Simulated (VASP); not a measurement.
# Al (I4/mmm) in VASP: a series of runs

Runs on Al. Level: PBE. Tasks: single point.

Program: VASP 6.6.1. These are calculated values, not measurements. Logs are shortened: lines on timing, memory, paths and dates and some standing lists are left out, and cuts for length are marked.

### 1 The cell of the first run

Symmetry: I4/mmm, No. 139, tetragonal system. The conventional cell has a = 2.719 Å, b = 2.719 Å, c = 4.048 Å, α = 90.00°, β = 90.00°, γ = 90.00°. Within 3.6 Å of Al (site symmetry 4/mmm) lie 12 Al at 2.72 to 2.79 Å.

### 2 Single point, PBE (strain -0.050 along x and y, +0.000 along z)

INCAR reads:

```
SYSTEM = Al
  PREC = Accurate
  ENCUT = 520
  EDIFF = 1E-7
  ISMEAR = 0
  SIGMA = 0.15
  LREAL = .False.
  LASPH = .True.
  NELM = 80
  ALGO = Fast
  ISIF = 2
  LWAVE = .False.
  LCHARG = .True.
  GGA = PE
  LELF = .True.
  LVHAR = .True.
  NBANDS = 8
```

KPOINTS reads:

```
Automatic mesh
0
Gamma
  20 20 20
  0 0 0
```

POSCAR reads:

```
Al
1.0
    0.0000000000      1.9227810000      2.0239800000
    1.9227810000      0.0000000000      2.0239800000
    1.9227810000      1.9227810000      0.0000000000
Al
1
Direct
    0.0000000000      0.0000000000      0.0000000000
```

Potentials or basis: VASP PAW PBE potentials, release 64 (Al).

Started as:

```sh
$ cat potpaw_PBE.64/Al/POTCAR > POTCAR
$ mpirun -np 1 vasp_std > vasp.out
```

OUTCAR:

```text
SYSTEM = Al
   PREC = Accurate
   ENCUT = 520
   EDIFF = 1E-7
   ISMEAR = 0
   LREAL = .False.
   LASPH = .True.
   NELM = 80
   ISIF = 2
   GGA = PE

 ion  position               nearest neighbor table
   1  0.000  0.000  0.000-

  LATTYP: Found a body centered tetragonal cell.
 ALAT       =     2.7192229677
 C/A-ratio  =     1.4886458551

  Lattice vectors:

 A1 = (  -1.9227810000,   0.0000000000,   2.0239800000)
 A2 = (   1.9227810000,   0.0000000000,   2.0239800000)
 A3 = (   0.0000000000,   1.9227810000,  -2.0239800000)

Analysis of symmetry for initial positions (statically):
=====================================================================
 Subroutine PRICEL returns:
 Original cell was already a primitive cell.

 Routine SETGRP: Setting up the symmetry group for a
 body centered tetragonal supercell.

 Subroutine GETGRP returns: Found 16 space group operations
 (whereof 16 operations were pure point group operations)
 out of a pool of 16 trial point group operations.

The static configuration has the point symmetry D_4h.

Analysis of symmetry for dynamics (positions and initial velocities):
=====================================================================
 Subroutine PRICEL returns:
 Original cell was already a primitive cell.

 Routine SETGRP: Setting up the symmetry group for a
 body centered tetragonal supercell.

 Subroutine GETGRP returns: Found 16 space group operations
 (whereof 16 operations were pure point group operations)
 out of a pool of 16 trial point group operations.

The dynamic configuration has the point symmetry D_4h.

 Subroutine INISYM returns: Found 16 space group operations
 (whereof 16 operations are pure point group operations),
 and found     1 'primitive' translations

----------------------------------------------------------------------------------------

                                     Primitive cell

  volume of cell :      14.9657

  direct lattice vectors                    reciprocal lattice vectors
     0.000000000  1.922781000  2.023980000    -0.260040015  0.260040015  0.247038014
     1.922781000  0.000000000  2.023980000     0.260040015 -0.260040015  0.247038014
     1.922781000  1.922781000  0.000000000     0.260040015  0.260040015 -0.247038014

  length of vectors
     2.791698733  2.791698733  2.719222968     0.443023023  0.443023023  0.443023023

  position of ions in fractional coordinates (direct lattice)
     0.000000000  0.000000000  0.000000000

  ion indices of the primitive-cell ions
   primitive index   ion index
                 1           1

----------------------------------------------------------------------------------------

 KPOINTS: Automatic mesh

Automatic generation of k-mesh.
 Grid dimensions read from file:
 generate k-points for:   20   20   20

 Generating k-lattice:

  Cartesian coordinates                     Fractional coordinates (reciprocal lattice)
    -0.013002001  0.013002001  0.012351901     0.050000000  0.000000000  0.000000000
     0.013002001 -0.013002001  0.012351901     0.000000000  0.050000000  0.000000000
     0.013002001  0.013002001 -0.012351901     0.000000000  0.000000000  0.050000000

  Length of vectors
     0.022151151  0.022151151  0.022151151

  Shift w.r.t. Gamma in fractional coordinates (k-lattice)
     0.000000000  0.000000000  0.000000000

 Subroutine IBZKPT returns following result:
 ===========================================

 Found    641 irreducible k-points:

 Following reciprocal coordinates:
            Coordinates               Weight
  0.000000  0.000000  0.000000      1.000000
  0.050000  0.000000  0.000000      8.000000
  0.100000  0.000000  0.000000      8.000000
  0.150000  0.000000  0.000000      8.000000
  0.200000  0.000000  0.000000      8.000000
  0.250000  0.000000  0.000000      8.000000
[... 16 lines left out ...]
 -0.400000  0.050000  0.000000      8.000000
 -0.350000  0.050000  0.000000      8.000000
 [... further k-points ...]
   k-points           NKPTS =    641   k-points in BZ     NKDIM =    641   number of bands    NBANDS=      8
   number of dos      NEDOS =    301   number of ions     NIONS =      1
   total plane-waves  NPLWV =  11520
   dimension x,y,z NGX =    24 NGY =   24 NGZ =   20
   dimension x,y,z NGXF=    48 NGYF=   48 NGZF=   40
   ions per type =               1
   NGX,Y,Z   is equivalent  to a cutoff of  14.29, 14.29, 12.23 a.u.
   NGXF,Y,Z  is equivalent  to a cutoff of  28.58, 28.58, 24.45 a.u.
 SYSTEM =  Al
   PREC   = accura    normal or accurate (medium, high low for compatibility)
   ISTART =      0    job   : 0-new  1-cont  2-samecut
   ICHARG =      2    charge: 1-file 2-atom 10-const
   ISPIN  =      1    spin polarized calculation?
   LNONCOLLINEAR =      F non collinear calculations
   LSORBIT =      F    spin-orbit coupling
   LASPH  =      T    aspherical Exc in radial PAW
   ENCUT  =  520.0 eV  38.22 Ry    6.18 a.u.   5.19  5.19  5.06*2*pi/ulx,y,z
   NELM   =     80;   NELMIN=  2; NELMDL= -5     # of ELM steps
   EDIFF  = 0.1E-06   stopping-criterion for ELM
   LREAL  =      F    real-space projection
   EDIFFG = 0.1E-05   stopping-criterion for IOM
   NSW    =      0    number of steps for IOM
   IBRION =     -1    ionic relax: 0-MD 1-quasi-New 2-CG
   NFREE  =      0    steps in history (QN), initial steepest desc. (CG)
   ISIF   =      2    stress and relaxation
   ISYM   =      2    0-nonsym 1-usesym 2-fastsym
   POTIM  = 0.5000    time-step for ionic-motion
   TEBEG  =    0.0;   TEEND  =   0.0 temperature during run
   PSTRESS=    0.0 pullay stress
   NELECT =       3.0000    total number of electrons
   NUPDOWN=      -1.0000    fix difference up-down
   EMIN   =  10.00;   EMAX   =-10.00  energy-range for DOS
   EFERMI =   0.00;   METHOD = LEGACY
   ISMEAR =     0;   SIGMA  =   0.15  broadening in eV -4-tet -1-fermi 0-gaus
   EFERMI_NEDOS =   21; number of points for ismear=-14 and -15
   IALGO  =     68    algorithm
   IMIX   =      4    mixing-type and parameters
     AMIX     =   0.40;   BMIX     =  1.00
     AMIX_MAG =   1.60;   BMIX_MAG =  1.00
  volume/ion in A,a.u.               =      14.97       100.99
  Fermi-wavevector in a.u.,A,eV,Ry     =   0.958113  1.810571 12.489877  0.917980
  Thomas-Fermi vector in A             =   2.087191
   LORBIT       =      0    0 simple, 1 ext, 2 COOP (PROOUT), +10 PAW based schemes
   GGA     = PE    functional components
   LHFCALC =     F    Hartree Fock is set to
   AEXX    =    0.0000 exact exchange contribution
   IVDW    =     0    specifies the selected vdW correction
   LEPSILON=     F    determine dielectric tensor
   LRPA    =     F    only Hartree local field effects (RPA)
 non-spin polarized calculation
 RMM-DIIS sequential band-by-band and
 Gauss-broadening in eV      SIGMA  =   0.15
  energy-cutoff  :      520.00
  volume of cell :       14.97
 maximum number of plane-waves:       419
 NGX is ok and might be reduce to    24
   NGX = 11   NGY = 11   NGZ = 11

 number of electron       3.0000000 magnetization

 Free energy of the ion-electron system (eV)
  ---------------------------------------------------
  ext. energy  EPLUGINS =         0.00000000
  ---------------------------------------------------
  free energy    TOTEN  =        -3.70109087 eV

  energy without entropy =       -3.69704811  energy(sigma->0) =       -3.69906949

 E-fermi :   9.0655     XC(G=0): -10.5549

 val. band max:        9.0621311267   @ k =   0.4500   0.2000   0.0000
 cond. band min:       9.0682629952   @ k =  -0.3000   0.1000   0.0500
 fundamental gap:      0.0061318685
 Fermi energy:         9.0654551685

 k-point     1 :       0.0000    0.0000    0.0000
  band No.  band energies     occupation
      1      -2.7691      2.00000
      2      21.8630      0.00000
      3      22.4690      0.00000
      4      22.4690      0.00000
      5      24.4580      0.00000
      6      24.4580      0.00000
      7      24.6289      0.00000
      8      26.2924      0.00000

 k-point     2 :       0.0500    0.0000    0.0000
  band No.  band energies     occupation
      1      -2.6965      2.00000
      2      20.9430      0.00000
      3      21.9133      0.00000
      4      22.2780      0.00000
      5      24.7679      0.00000
      6      24.8020      0.00000
      7      24.9910      0.00000
      8      27.1129      0.00000

 k-point     3 :       0.1000    0.0000    0.0000
  band No.  band energies     occupation
      1      -2.4790      2.00000
      2      18.9230      0.00000
      3      21.4321      0.00000
      4      21.9042      0.00000
      5      24.9117      0.00000
      6      25.4949      0.00000
      7      25.5862      0.00000
      8      26.9280      0.00000

 k-point     4 :       0.1500    0.0000    0.0000
  band No.  band energies     occupation
      1      -2.1173      2.00000
      2      16.7993      0.00000
      3      20.9740      0.00000
      4      21.5444      0.00000
      5      24.7301      0.00000
      6      25.5388      0.00000
      7      26.4127      0.00000
      8      26.9665      0.00000

 k-point     5 :       0.2000    0.0000    0.0000
  band No.  band energies     occupation
      1      -1.6126      2.00000
      2      14.7167      0.00000
      3      20.5857      0.00000
      4      21.2639      0.00000
      5      24.4220      0.00000
      6      24.7164      0.00000
      7      26.7021      0.00000
      8      27.7633      0.00000
[... 177 lines left out ...]
 k-point    22 :      -0.4500    0.0500    0.0000
  band No.  band energies     occupation
      1       3.5035      2.00000
      2       5.2882      2.00000
      3      18.5076      0.00000
      4      21.1862      0.00000
      5      21.8934      0.00000
      6      22.8389      0.00000
      7      25.5659      0.00000
      8      26.1381      0.00000

 k-point    23 :      -0.4000    0.0500    0.0000
  band No.  band energies     occupation
      1       2.2858      2.00000
      2       6.7876      2.00000
      3      18.3328      0.00000
      4      21.7294      0.00000
      5      22.4141      0.00000
      6      22.5637      0.00000
      7      25.4486      0.00000
      8      26.4470      0.00000

 k-point    24 :      -0.3500    0.0500    0.0000
  band No.  band energies     occupation
      1       1.1833      2.00000
      2       8.4219      2.00000
      3      18.2799      0.00000
      4      22.0904      0.00000
      5      22.7077      0.00000
      6      23.0465      0.00000
      7      25.2294      0.00000
      8      27.0900      0.00000

 [... further k-points ...]

------------------------ aborting loop because EDIFF is reached ----------------------------------------

  FORCE on cell =-STRESS in cart. coord.  units (eV):
  Direction    XX          YY          ZZ          XY          YZ          ZX
  --------------------------------------------------------------------------------------
  -------------------------------------------------------------------------------------
  Total        1.0348332      1.0348332      0.6213314      0.0000000     -0.0000000      0.0000000
  in kB      110.7860470    110.7860470     66.5178231      0.0000000     -0.0000000      0.0000000
  external PRESSURE =      96.0299724 kB  Pullay stress =       0.0000000 kB

 VOLUME and BASIS-vectors are now :
 -----------------------------------------------------------------------------
  energy-cutoff  :      520.00
  volume of cell :       14.97
      direct lattice vectors                 reciprocal lattice vectors
     0.000000000  1.922781000  2.023980000    -0.260040015  0.260040015  0.247038014
     1.922781000  0.000000000  2.023980000     0.260040015 -0.260040015  0.247038014
     1.922781000  1.922781000  0.000000000     0.260040015  0.260040015 -0.247038014

 POSITION                                       TOTAL-FORCE (eV/Angst)
 -----------------------------------------------------------------------------------
      0.00000      0.00000      0.00000        -0.000000      0.000000      0.000000
 -----------------------------------------------------------------------------------
    total drift:                                0.000000      0.000000     -0.000000

  FREE ENERGIE OF THE ION-ELECTRON SYSTEM (eV)
  ---------------------------------------------------
  free  energy   TOTEN  =        -3.7010908717 eV

  energy  without entropy=       -3.6970481077  energy(sigma->0) =       -3.69906949
```

Wall time 87 s (1 thread of Intel Xeon 8259CL, shared host); peak memory 0.18 GiB.

Results:

```
Free energy            : -3.7011 eV
Pressure               : 9.6 GPa
Band gap on the k mesh : zero (an odd number of electrons rules out a gap without spin polarisation)
```

Stress tensor (GPa, compression positive):
```
11.08  0.00  0.00
 0.00 11.08  0.00
 0.00  0.00  6.65
```

Levels at points of the mesh, in eV from the Fermi level:
| k point | band 1 | band 2 | band 3 | band 4 |
| --- | --- | --- | --- | --- |
| (0.00, 0.00, 0.00) | -11.83 | 12.80 | 13.40 | 13.40 |
| (0.50, 0.00, 0.00) | -4.99 | -4.51 | 11.23 | 11.63 |
| (0.50, 0.50, 0.00) | -3.68 | -2.36 | 5.70 | 6.75 |
| (0.50, 0.00, 0.50) | -2.89 | -1.28 | 5.09 | 5.57 |

Caveat: the cell differs from its parent crystal (strain -0.050 along x and y, +0.000 along z); the cell stands under pressure.

(Part 1 of 2 ends here.)
